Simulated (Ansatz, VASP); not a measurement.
# TiC: VASP beside Ansatz

Contents of POSCAR:

```
TiC
1.0
    0.0405750000      2.1640000000      2.1640000000
    2.1640000000      0.0405750000      2.1640000000
    2.2045750000      2.2045750000      0.0000000000
Ti C
1 1
Direct
    0.0000000000      0.0000000000      0.0000000000
    0.5000000000      0.5000000000      0.5000000000
```

File INCAR.step1:

```
SYSTEM = TiC
PREC = Accurate
ENCUT = 520
ISMEAR = 0
SIGMA = 0.15
LREAL = .False.
LASPH = .True.
NELM = 80
NBANDS = 15
GGA = PE
ALGO = Normal
EDIFF = 1E-4
LWAVE = .True.
LCHARG = .False.
```

The input INCAR.step2:

```
SYSTEM = TiC
PREC = Accurate
ENCUT = 520
EDIFF = 1E-6
ISMEAR = 0
SIGMA = 0.15
LREAL = .False.
LASPH = .True.
NELM = 80
ALGO = Normal
ISIF = 2
LWAVE = .False.
LCHARG = .False.
METAGGA = R2SCAN
LMIXTAU = .True.
NBANDS = 15
ISTART = 1
```

The input KPOINTS:

```
Automatic mesh
0
Gamma
  18 18 18
  0 0 0
```

Input for Ansatz:

```yaml
crystal:
  lattice:
    - [0.040575, 2.164, 2.164]
    - [2.164, 0.040575, 2.164]
    - [2.204575, 2.204575, 0.0]
  atoms:
    - { symbol: Ti, position: [0.0, 0.0, 0.0] }
    - { symbol: C, position: [0.5, 0.5, 0.5] }
basis:
  ecutwfc: 500
kpoints:
  mp_grid: { grid: [18, 18, 18] }
hamiltonian:
  xc: r2scan
scf:
  occupations: { method: gaussian, width: 0.15 }
output:
  forces: true
  stress: true
  eigenvalues: true
```

Change from the starting cell: strain +0.0375 x Voigt [0, 0, 0, 0, 0, 1], atoms carried along.

Alike in both runs: task single point; functional r2SCAN; k mesh 18 × 18 × 18; occupations gaussian, width 0.15 eV; no spin polarisation.

```csv
,VASP,Ansatz
version,VASP 6.6.1,Ansatz 0.2.0
potentials or method,"VASP PAW PBE potentials, release 64 (Ti_sv, C), cutoff 520 eV","scalar-relativistic, plane waves, PAW"
valence electrons in the cell,16,16
```

|  | VASP | Ansatz | Ansatz less VASP |
| --- | --- | --- | --- |
| gap on the k mesh at the Fermi level (eV) | none | none | - |
| pressure (GPa) | 1.0 | 0.1 | -0.95 |
| traceless stress, the component that is largest in VASP (GPa) | -7.04 | -7.02 | +0.015 |

VASP's potentials were made for PBE, not for r2SCAN. A gap of «none» marks a metal or a gap that the smearing closes.
